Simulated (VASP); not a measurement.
Write the native input for VASP 6.6.1 that does the following.

```
Task                   : single point
Functional             : PBEsol
Potentials or basis    : VASP PAW PBE potentials, release 64 (Ru_pv, Nb_sv, C)
Cutoff                 : 520 eV
k mesh                 : 7 × 7 × 7
Occupations            : fermi-dirac, width 0.05 eV
Spin                   : no spin polarisation
Dipole correction      : no
Further INCAR settings : ALGO = Normal; EDIFF = 1e-06; NBANDS = 38
```

The structure of NbRu3C lies in POSCAR:

```
NbRu3C
1.0
    3.9019482781      0.0000000000      0.0000000000
    0.0000000000      3.9019482781      0.0000000000
    0.0000000000      0.0000000000      3.9019482781
Ru Nb C
3 1 1
Direct
    0.5000000000      0.5000000000      0.0000000000
    0.5000000000      0.0000000000      0.5000000000
    0.0000000000      0.5000000000      0.5000000000
    0.0000000000      0.0000000000      0.0000000000
    0.5000000000      0.5000000000      0.5000000000
```

These files were run (other wordings do the same):

INCAR

```
SYSTEM = NbRu3C
PREC     = Accurate       ! precision mode
ENCUT    = 520            ! plane-wave cutoff, eV
EDIFF    = 1E-6           ! SCF threshold, eV
ISMEAR   = -1             ! smearing method
SIGMA    = 0.05           ! smearing width, eV
LREAL    = .False.        ! projectors in reciprocal space
LASPH    = .True.         ! aspherical terms in the spheres
NELM     = 60             ! most SCF steps
ALGO     = Normal         ! electronic algorithm
ISIF     = 2              ! what is computed and relaxed
LWAVE    = .False.        ! write WAVECAR
LCHARG   = .False.        ! write CHGCAR
GGA      = PS             ! functional
NBANDS   = 38             ! bands
```

KPOINTS

```
Automatic mesh
0
Gamma
  7 7 7
  0 0 0
```

Potentials or basis: VASP PAW PBE potentials, release 64 (Ru_pv, Nb_sv, C).

Launch:

```console
$ cat potpaw_PBE.64/Ru_pv/POTCAR potpaw_PBE.64/Nb_sv/POTCAR potpaw_PBE.64/C/POTCAR > POTCAR
$ mpirun -np 1 vasp_std > vasp.out
```

Results of the run:

```yaml
Pressure: 30.0 GPa
```

Caveat: the PAW data sets were made with another functional, which shifts forces and pressure a little.

Wall time 46 s on 1 thread of Intel(R) Xeon(R) Platinum 8375C CPU @ 2.90GHz (Ice Lake), on a shared host, peak memory 0.19 GiB.
